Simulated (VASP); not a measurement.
# Ti12B (a cell with a defect) in VASP: single point with PBE

Aim: the single point of Ti12B (a cell with a defect) with PBE.

Program: VASP 6.6.1. These are calculated values, not measurements. Logs are shortened: lines on timing, memory, paths and dates and some standing lists are left out, and cuts for length are marked.

### 1 The cell of the first run

The cell holds a defect, 13 atoms: a = 5.900 Å, b = 8.850 Å, c = 4.685 Å, α = 90.00°, β = 90.00°, γ = 120.00°.

### 2 Single point, PBE

The input, INCAR:

```
ALGO = Normal ; EDIFF = 1E-6
ENCUT = 520 ; GGA = PE
ISIF = 2 ; ISMEAR = -1
LASPH = T ; LCHARG = T
LELF = T ; LREAL = F
LVHAR = T ; LWAVE = F
NBANDS = 86 ; NELM = 60
PREC = Accurate ; SIGMA = 0.15
```

The input, KPOINTS:

```
k-points
0
Gamma
  3 2 3
```

The input, POSCAR:

```
Ti12B
1.0
    5.9000000000      0.0000000000      0.0000000000
   -4.4250000000      7.6643250000      0.0000000000
    0.0000000000      0.0000000000      4.6846000000
Ti B
12 1
Direct
   -0.0599581382      0.0507676801      0.0577637365
    0.2082099880      0.2621104924      0.4777355591
    0.0491565954      0.4043669860      0.0639115399
    0.0791301897      0.5529645468      0.5545404090
   -0.0134930163      0.6774895376      0.0013448320
    0.1119612150      0.8992703206      0.6376424882
    0.5185034053     -0.0044361376      0.0503564872
    0.5967989561      0.1992347663      0.5288178286
    0.5290157180      0.3243599404      0.0199163216
    0.6587112310      0.5674341837      0.4773940144
    0.4615510172      0.6687346896      0.0619049652
    0.5065909255      0.8722229290      0.5234811937
    0.2316553391      0.0285348025      0.2336592238
```

Potentials or basis: VASP PAW PBE potentials, release 64 (Ti_sv, B).

Run with:

```bash
cat potpaw_PBE.64/Ti_sv/POTCAR potpaw_PBE.64/B/POTCAR > POTCAR
mpirun -np 1 vasp_std > vasp.out
```

OUTCAR:

```text
EDIFF = 1E-6
   ENCUT = 520
   GGA = PE
   ISIF = 2
   ISMEAR = -1
   LASPH = T
   LREAL = F
   NELM = 60
   PREC = Accurate

 ion  position               nearest neighbor table
   1  0.940  0.051  0.058-  13 2.00   7 2.28   2 2.63   6 2.84   3 2.86
   2  0.208  0.262  0.478-  13 2.43   8 2.63   1 2.63  10 2.68   3 2.72   9 2.73
   3  0.049  0.404  0.064-  11 2.39   4 2.61   5 2.64   4 2.69   2 2.72   9 2.79   1 2.86
   4  0.079  0.553  0.555-   5 2.55  10 2.57   3 2.61   3 2.69  12 2.69
   5  0.987  0.677  0.001-   6 2.42   4 2.55   3 2.64  10 2.79  11 2.86
   6  0.112  0.899  0.638-  13 2.14   5 2.42  12 2.51   8 2.81   1 2.84   7 2.86  10 2.91
   7  0.519  0.996  0.050-  13 2.04   1 2.28  12 2.46  12 2.69  11 2.74   8 2.77   6 2.86   9 2.88

   8  0.597  0.199  0.529-  13 2.36   2 2.63  12 2.67   9 2.67   9 2.74   7 2.77   6 2.81
   9  0.529  0.324  0.020-  13 2.52   8 2.67   2 2.73   8 2.74   3 2.79  10 2.86   7 2.88
  10  0.659  0.567  0.477-   4 2.57  11 2.64   2 2.68   5 2.79   9 2.86   6 2.91
  11  0.462  0.669  0.062-   3 2.39  10 2.64   7 2.74  12 2.74   5 2.86
  12  0.507  0.872  0.523-   7 2.46   6 2.51   8 2.67   7 2.69   4 2.69  11 2.74
  13  0.232  0.029  0.234-   1 2.00   7 2.04   6 2.14   8 2.36   2 2.43   9 2.52

  LATTYP: Found a simple monoclinic cell.
 ALAT       =     5.9000000000
 B/A-ratio  =     0.7940000000
 C/A-ratio  =     1.3228756849
 COS(beta)  =    -0.1889822323

  Lattice vectors:

 A1 = (   5.9000000000,   0.0000000000,   0.0000000000)
 A2 = (   0.0000000000,   0.0000000000,   4.6846000000)
 A3 = (  -1.4750000000,  -7.6643250000,   0.0000000000)

Analysis of symmetry for initial positions (statically):
=====================================================================
 Subroutine PRICEL returns:
 Original cell was already a primitive cell.

 Routine SETGRP: Setting up the symmetry group for a
 simple monoclinic supercell.

 Subroutine GETGRP returns: Found  1 space group operations
 (whereof  1 operations were pure point group operations)
 out of a pool of  4 trial point group operations.

The static configuration has the point symmetry C_1 .

Analysis of symmetry for dynamics (positions and initial velocities):
=====================================================================
 Subroutine PRICEL returns:
 Original cell was already a primitive cell.

 Routine SETGRP: Setting up the symmetry group for a
 simple monoclinic supercell.

 Subroutine GETGRP returns: Found  1 space group operations
 (whereof  1 operations were pure point group operations)
 out of a pool of  4 trial point group operations.

The dynamic configuration has the point symmetry C_1 .

 Subroutine INISYM returns: Found  1 space group operations
 (whereof  1 operations are pure point group operations),
 and found     1 'primitive' translations

----------------------------------------------------------------------------------------

                                     Primitive cell

  volume of cell :     211.8354

  direct lattice vectors                    reciprocal lattice vectors
     5.900000000  0.000000000  0.000000000     0.169491525  0.097855976  0.000000000
    -4.425000000  7.664325000  0.000000000     0.000000000  0.130474634  0.000000000
     0.000000000  0.000000000  4.684600000     0.000000000  0.000000000  0.213465397

  length of vectors
     5.900000000  8.850000153  4.684600000     0.195711955  0.130474634  0.213465397

  position of ions in fractional coordinates (direct lattice)
     0.940041862  0.050767680  0.057763737
     0.208209988  0.262110492  0.477735559
     0.049156595  0.404366986  0.063911540
     0.079130190  0.552964547  0.554540409
     0.986506984  0.677489538  0.001344832
     0.111961215  0.899270321  0.637642488
     0.518503405  0.995563862  0.050356487
     0.596798956  0.199234766  0.528817829
     0.529015718  0.324359940  0.019916322
     0.658711231  0.567434184  0.477394014
     0.461551017  0.668734690  0.061904965
     0.506590925  0.872222929  0.523481194
     0.231655339  0.028534802  0.233659224

  ion indices of the primitive-cell ions
   primitive index   ion index
                 1           1
                 2           2
                 3           3
                 4           4
                 5           5
                 6           6
                 7           7
                 8           8
                 9           9
                10          10
                11          11
                12          12
                13          13

----------------------------------------------------------------------------------------

 KPOINTS: k-points

Automatic generation of k-mesh.
 Grid dimensions read from file:
 generate k-points for:    3    2    3

 Generating k-lattice:

  Cartesian coordinates                     Fractional coordinates (reciprocal lattice)
     0.056497175  0.032618659  0.000000000     0.333333333  0.000000000  0.000000000
     0.000000000  0.065237317  0.000000000     0.000000000  0.500000000  0.000000000
     0.000000000  0.000000000  0.071155132     0.000000000  0.000000000  0.333333333

  Length of vectors
     0.065237318  0.065237317  0.071155132

  Shift w.r.t. Gamma in fractional coordinates (k-lattice)
     0.000000000  0.000000000  0.000000000

 -----------------------------------------------------------------------------
|                                                                             |
|           W    W    AA    RRRRR   N    N  II  N    N   GGGG   !!!           |
|           W    W   A  A   R    R  NN   N  II  NN   N  G    G  !!!           |
|           W    W  A    A  R    R  N N  N  II  N N  N  G       !!!           |
|           W WW W  AAAAAA  RRRRR   N  N N  II  N  N N  G  GGG   !            |
|           WW  WW  A    A  R   R   N   NN  II  N   NN  G    G                |
|           W    W  A    A  R    R  N    N  II  N    N   GGGG   !!!           |
|                                                                             |
|     Your reciprocal lattice and k-lattice belong to different lattice       |
|     classes:                                                                |
|                                                                             |
|        The reciprocal lattice is simple monoclinic,                         |
|        whereas your k-lattice is hexagonal.                                 |
|                                                                             |
|     Results are often still useful ...                                      |
|                                                                             |
 -----------------------------------------------------------------------------

 Subroutine IBZKPT returns following result:
 ===========================================

 Found     10 irreducible k-points:

 Following reciprocal coordinates:
            Coordinates               Weight
  0.000000  0.000000  0.000000      1.000000
  0.333333 -0.000000  0.000000      2.000000
  0.000000  0.500000  0.000000      1.000000
  0.333333  0.500000  0.000000      2.000000
  0.000000  0.000000  0.333333      2.000000
  0.333333 -0.000000  0.333333      2.000000
 -0.333333  0.000000  0.333333      2.000000
  0.000000  0.500000  0.333333      2.000000
  0.333333  0.500000  0.333333      2.000000
 -0.333333  0.500000  0.333333      2.000000
   k-points           NKPTS =     10   k-points in BZ     NKDIM =     10   number of bands    NBANDS=     86
   number of dos      NEDOS =    301   number of ions     NIONS =     13
   total plane-waves  NPLWV = 120960
   dimension x,y,z NGX =    48 NGY =   70 NGZ =   36
   dimension x,y,z NGXF=    96 NGYF=  140 NGZF=   72
   ions per type =              12   1
   NGX,Y,Z   is equivalent  to a cutoff of  13.53, 13.15, 12.78 a.u.
   NGXF,Y,Z  is equivalent  to a cutoff of  27.05, 26.30, 25.55 a.u.
 SYSTEM =  unknown system
   PREC   = accura    normal or accurate (medium, high low for compatibility)
   ISTART =      0    job   : 0-new  1-cont  2-samecut
   ICHARG =      2    charge: 1-file 2-atom 10-const
   ISPIN  =      1    spin polarized calculation?
   LNONCOLLINEAR =      F non collinear calculations
   LSORBIT =      F    spin-orbit coupling
   LASPH  =      T    aspherical Exc in radial PAW
   ENCUT  =  520.0 eV  38.22 Ry    6.18 a.u.  10.97 16.46  8.71*2*pi/ulx,y,z
   NELM   =     60;   NELMIN=  2; NELMDL= -5     # of ELM steps
   EDIFF  = 0.1E-05   stopping-criterion for ELM
   LREAL  =      F    real-space projection
   EDIFFG = 0.1E-04   stopping-criterion for IOM
   NSW    =      0    number of steps for IOM
   IBRION =     -1    ionic relax: 0-MD 1-quasi-New 2-CG
   NFREE  =      0    steps in history (QN), initial steepest desc. (CG)
   ISIF   =      2    stress and relaxation
   ISYM   =      2    0-nonsym 1-usesym 2-fastsym
   POTIM  = 0.5000    time-step for ionic-motion
   TEBEG  =    0.0;   TEEND  =   0.0 temperature during run
   PSTRESS=    0.0 pullay stress
   NELECT =     147.0000    total number of electrons
   NUPDOWN=      -1.0000    fix difference up-down
   EMIN   =  10.00;   EMAX   =-10.00  energy-range for DOS
   EFERMI =   0.00;   METHOD = LEGACY
   ISMEAR =    -1;   SIGMA  =   0.15  broadening in eV -4-tet -1-fermi 0-gaus
   EFERMI_NEDOS =   21; number of points for ismear=-14 and -15
   IALGO  =     38    algorithm
   IMIX   =      4    mixing-type and parameters
     AMIX     =   0.40;   BMIX     =  1.00
     AMIX_MAG =   1.60;   BMIX_MAG =  1.00
  volume/ion in A,a.u.               =      16.30       109.96
  Fermi-wavevector in a.u.,A,eV,Ry     =   1.449376  2.738924 28.581642  2.100691
  Thomas-Fermi vector in A             =   2.567110
   LORBIT       =      0    0 simple, 1 ext, 2 COOP (PROOUT), +10 PAW based schemes
   GGA     = PE    functional components
   LHFCALC =     F    Hartree Fock is set to
   AEXX    =    0.0000 exact exchange contribution
   IVDW    =     0    specifies the selected vdW correction
   LEPSILON=     F    determine dielectric tensor
   LRPA    =     F    only Hartree local field effects (RPA)
 non-spin polarized calculation
  energy-cutoff  :      520.00
  volume of cell :      211.84
 maximum number of plane-waves:      5703
 NGX is ok and might be reduce to    48
   NGX = 21   NGY = 33   NGZ = 17

 number of electron     146.9999999 magnetization

 Free energy of the ion-electron system (eV)
  ---------------------------------------------------
  ext. energy  EPLUGINS =         0.00000000
  ---------------------------------------------------
  free energy    TOTEN  =       -97.19435256 eV

  energy without entropy =      -95.84995967  energy(sigma->0) =      -96.52215612

 E-fermi :   8.1997     XC(G=0): -11.5081

 val. band max:        8.1968692128   @ k =   0.3333  -0.0000   0.3333
 cond. band min:       8.2153844928   @ k =   0.3333   0.5000   0.3333
 fundamental gap:      0.0185152801
 Fermi energy:         8.1996662455

 k-point     1 :       0.0000    0.0000    0.0000
  band No.  band energies     occupation
      1     -48.4373      2.00000
      2     -48.3678      2.00000
      3     -48.3175      2.00000
      4     -48.3110      2.00000
      5     -48.2822      2.00000
      6     -48.2492      2.00000
[... 869 lines left out ...]
     84       9.2919      0.00138
     85       9.3383      0.00101
 [bands above 85 left out]

------------------------ aborting loop because EDIFF is reached ----------------------------------------

  FORCE on cell =-STRESS in cart. coord.  units (eV):
  Direction    XX          YY          ZZ          XY          YZ          ZX
  --------------------------------------------------------------------------------------
  -------------------------------------------------------------------------------------
  Total       12.8817192      5.8525426     10.3949137     -1.0437634     -3.0772572     -0.5553603
  in kB       97.4284899     44.2646186     78.6199984     -7.8943103    -23.2742633     -4.2003643
  external PRESSURE =      73.4377023 kB  Pullay stress =       0.0000000 kB

 VOLUME and BASIS-vectors are now :
 -----------------------------------------------------------------------------
  energy-cutoff  :      520.00
  volume of cell :      211.84
      direct lattice vectors                 reciprocal lattice vectors
     5.900000000  0.000000000  0.000000000     0.169491525  0.097855976  0.000000000
    -4.425000000  7.664325000  0.000000000     0.000000000  0.130474634  0.000000000
     0.000000000  0.000000000  4.684600000     0.000000000  0.000000000  0.213465397

 POSITION                                       TOTAL-FORCE (eV/Angst)
 -----------------------------------------------------------------------------------
      5.32160      0.38910      0.27060        -0.490614     -0.602232     -1.106070
      0.06860      2.00890      2.23800        -1.179844     -0.240539      1.008235
     -1.49930      3.09920      0.29940        -0.087435     -2.376527     -0.284640
     -1.98000      4.23810      2.59780         0.963835     -0.285828     -0.534809
      2.82250      5.19250      0.00630        -0.195675      0.976267      2.281425
     -3.31870      6.89230      2.98710        -1.797074      0.635008     -0.477031
     -1.34620      7.63032      0.23590        -0.638900      0.297258     -1.534903
      2.63950      1.52700      2.47730         1.540043      0.630738     -0.123554
      1.68590      2.48600      0.09330        -0.966141      0.275641     -0.385040
      1.37550      4.34900      2.23640        -0.979718     -0.605177      0.768154
     -0.23600      5.12540      0.29000         1.023999      0.670716     -1.002333
     -0.87070      6.68500      2.45230         2.290011     -0.379375      0.663438
      1.24050      0.21870      1.09460         0.517513      1.004049      0.727126
 -----------------------------------------------------------------------------------
    total drift:                               -0.000078     -0.000236      0.000265

  FREE ENERGIE OF THE ION-ELECTRON SYSTEM (eV)
  ---------------------------------------------------
  free  energy   TOTEN  =       -97.1943525618 eV

  energy  without entropy=      -95.8499596695  energy(sigma->0) =      -96.52215612
```

It took 6.3 min on 1 thread of Intel Xeon Platinum 8259CL at 2.50GHz (Skylake/Cascade Lake), shared host; peak memory 0.4 GiB.

What came out:

```yaml
Free_energy: -97.1944 eV
Pressure: 7.3 GPa
Largest_force: 2.489 eV/Å
Band_gap_on_the_k_mesh: zero (an odd number of electrons rules out a gap without spin polarisation)
```

Forces in eV/Å, atoms in the order of the input:
```
Ti  -0.491 -0.602 -1.106
Ti  -1.180 -0.241  1.008
Ti  -0.087 -2.377 -0.285
Ti   0.964 -0.286 -0.535
Ti  -0.196  0.976  2.281
Ti  -1.797  0.635 -0.477
Ti  -0.639  0.297 -1.535
Ti   1.540  0.631 -0.124
Ti  -0.966  0.276 -0.385
Ti  -0.980 -0.605  0.768
Ti   1.024  0.671 -1.002
Ti   2.290 -0.379  0.663
B    0.518  1.004  0.727
```

Caveat: the k points lie up to 0.45 Å⁻¹ apart, too coarse for converged energies and pressures of a metal; the atoms stand as in a frame of molecular dynamics.
